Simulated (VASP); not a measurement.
# AlN (F-43m) in VASP: further runs, part 2 of 2

VASP 6.6.1. Earlier steps stand in the parts before.

## 4. Vibrations by perturbation theory, PBE

This run uses another cell than the first one, of 10.84 Å³/atom, 1.037 times its volume.

The input, INCAR:

```
SYSTEM = AlN
ALGO     = Normal         ! electronic algorithm
EDIFF    = 1E-8           ! SCF threshold, eV
ENCUT    = 520            ! plane-wave cutoff, eV
GGA      = PE             ! functional
IBRION   = 8              ! ionic algorithm
ISIF     = 2              ! what is computed and relaxed
ISMEAR   = 0              ! smearing method
LASPH    = .True.         ! aspherical terms in the spheres
LCHARG   = .False.        ! write CHGCAR
LEPSILON = .True.         ! dielectric tensor by DFPT
LREAL    = .False.        ! projectors in reciprocal space
LWAVE    = .False.        ! write WAVECAR
NBANDS   = 11             ! bands
NELM     = 60             ! most SCF steps
NSW      = 1              ! ionic steps
PREC     = Accurate       ! precision mode
SIGMA    = 0.01           ! smearing width, eV
```

The input, KPOINTS:

```
k-points
0
Gamma
  10 10 10
  0 0 0
```

The input, POSCAR:

```
AlN
1.0
    0.0000000000      2.2134046863      2.2134046863
    2.2134046863      0.0000000000      2.2134046863
    2.2134046863      2.2134046863      0.0000000000
Al N
1 1
Direct
    0.0000000000      0.0000000000      0.0000000000
    0.7500000000      0.7500000000      0.7500000000
```

Potentials or basis: VASP PAW PBE potentials, release 64 (Al, N).

Run with:

```console
> cat potpaw_PBE.64/Al/POTCAR potpaw_PBE.64/N/POTCAR > POTCAR
> mpirun -np 1 vasp_std > vasp.out
```

OUTCAR:

```text
SYSTEM = AlN
   EDIFF = 1E-8
   ENCUT = 520
   GGA = PE
   IBRION = 8
   ISIF = 2
   ISMEAR = 0
   LASPH = .True.
   LEPSILON = .True.
   LREAL = .False.
   NELM = 60
   NSW = 1
   PREC = Accurate

 ion  position               nearest neighbor table
   1  0.000  0.000  0.000-   2 1.92   2 1.92   2 1.92   2 1.92
   2  0.750  0.750  0.750-   1 1.92   1 1.92   1 1.92   1 1.92
[... 666 lines left out ...]
      0.000000  0.000000  0.000000    -0.584407    0.000000    0.000000
      3.320107  3.320107  3.320107     0.811461    0.000000    0.000000
[... 21 lines left out ...]
   6 f/i=    0.002082 THz     0.013082 2PiTHz    0.069450 cm-1     0.008611 meV
             X         Y         Z           dx          dy          dz
      0.000000  0.000000  0.000000     0.000000   -0.507466   -0.633203
      3.320107  3.320107  3.320107     0.000000   -0.365473   -0.456028

--------------------------------------------------------------------------------------------------------

 MACROSCOPIC STATIC DIELECTRIC TENSOR IONIC CONTRIBUTION
 ------------------------------------------------------
           4.119040    -0.000000    -0.000000
          -0.000000     4.119040    -0.000000
          -0.000000    -0.000000     4.119040
 ------------------------------------------------------

 ELASTIC MODULI CONTR FROM IONIC RELAXATION (kBar)
 Direction    XX          YY          ZZ          XY          YZ          ZX
 --------------------------------------------------------------------------------
 XX          -0.0000      0.0000      0.0000     -0.0000      0.0000      0.0000
 YY           0.0000     -0.0000      0.0000     -0.0000     -0.0000     -0.0000
 ZZ           0.0000      0.0000     -0.0000      0.0000     -0.0000      0.0000
 XY          -0.0000     -0.0000      0.0000   -270.2636      0.0000     -0.0000
 YZ           0.0000     -0.0000     -0.0000      0.0000   -270.2636      0.0000
 ZX           0.0000     -0.0000      0.0000     -0.0000      0.0000   -270.2636
 --------------------------------------------------------------------------------

 PIEZOELECTRIC TENSOR IONIC CONTR  for field in x, y, z        (C/m^2)
          XX          YY          ZZ          XY          YZ          ZX
  --------------------------------------------------------------------------------
  x     0.00000    -0.00000    -0.00000     0.00000    -0.99281     0.00000
  y     0.00000    -0.00000     0.00000    -0.00000     0.00000    -0.99281
  z    -0.00000    -0.00000     0.00000    -0.99281     0.00000     0.00000
```

OSZICAR:

```text
N       E                     dE             d eps       ncg     rms          rms(c)
DAV:   1     0.902647963596E+01    0.90265E+01   -0.37942E+03  1082   0.597E+02
DAV:   2    -0.163165842219E+02   -0.25343E+02   -0.24536E+02  1272   0.133E+02
DAV:   3    -0.171464495895E+02   -0.82987E+00   -0.82881E+00  1262   0.225E+01
DAV:   4    -0.171507650479E+02   -0.43155E-02   -0.43151E-02  1177   0.177E+00
[... 140 lines left out ...]
RMM:   5    -0.237730728690E+00   -0.44054E-04   -0.15154E-05  6349   0.329E-02    0.217E-03
RMM:   6    -0.237742545582E+00   -0.11817E-04   -0.19213E-07  6584   0.283E-03    0.104E-03
RMM:   7    -0.237738243010E+00    0.43026E-05   -0.81296E-08  6376   0.131E-03    0.905E-05
RMM:   8    -0.237736990664E+00    0.12523E-05   -0.25361E-09  6630   0.136E-04    0.491E-05
RMM:   9    -0.237736995327E+00   -0.46629E-08    0.64293E-10  6593   0.631E-05    0.503E-06
 Linear response finished
```

stdout:

```text
POSCAR found type information on POSCAR AlN
 POSCAR found :  2 types and       2 ions
 scaLAPACK will be used
 LDA part: xc-table for (Slater+PW92), standard interpolation
 POSCAR, INCAR and KPOINTS ok, starting setup
 FFT: planning ... GRIDC
 FFT: planning ... GRID_SOFT
 FFT: planning ... GRID
 WAVECAR not read
 entering main loop
[... 23 lines left out ...]
  Direction:   3
 dielectric tensor                  component  3 :     0.443     0.641     4.657
 Linear response DOF=           2
 Linear response progress:
 first order change of Fermi-energy   0.26395E-04
 force on displaced ion       1 direction 1 : -13.063   0.000   0.000
 Born effective charge ion    1 direction 1 :   2.540   0.000   0.000
 Linear response progress:
 first order change of Fermi-energy   0.31260E-03
 force on displaced ion       2 direction 1 : -13.069   0.000   0.000
 Born effective charge ion    2 direction 1 :  -2.539   0.000   0.000
 Born effective charges drift removed
 Linear response finished
```

It took 68 s on 1 thread of Intel Xeon 6975P-C (Granite Rapids), shared host; peak memory 0.22 GiB.

What came out:

| Quantity | Value |
| --- | --- |
| Electronic dielectric tensor (diagonal) | 4.66 |
| Born charges (mean of the diagonal) | Al +2.54; N -2.54 e |
| Highest phonon frequency at Γ, LO-TO splitting left out | 621 cm⁻¹ |

Phonon frequencies in cm⁻¹ (negative: imaginary):
```csv
q point,frequencies
"(0.000, 0.000, 0.000)",0 0 0 621 621 621
```

Electronic dielectric tensor:
```
4.66 0.00 0.00
0.00 4.66 0.00
0.00 0.00 4.66
```

Born effective charge tensors (e):
atom 1, Al
```
2.54 0.00 0.00
0.00 2.54 0.00
0.00 0.00 2.54
```
atom 2, N
```
-2.54  0.00  0.00
 0.00 -2.54  0.00
 0.00  0.00 -2.54
```

Caveat: the cell wasn't relaxed at this level first, which shifts response properties.
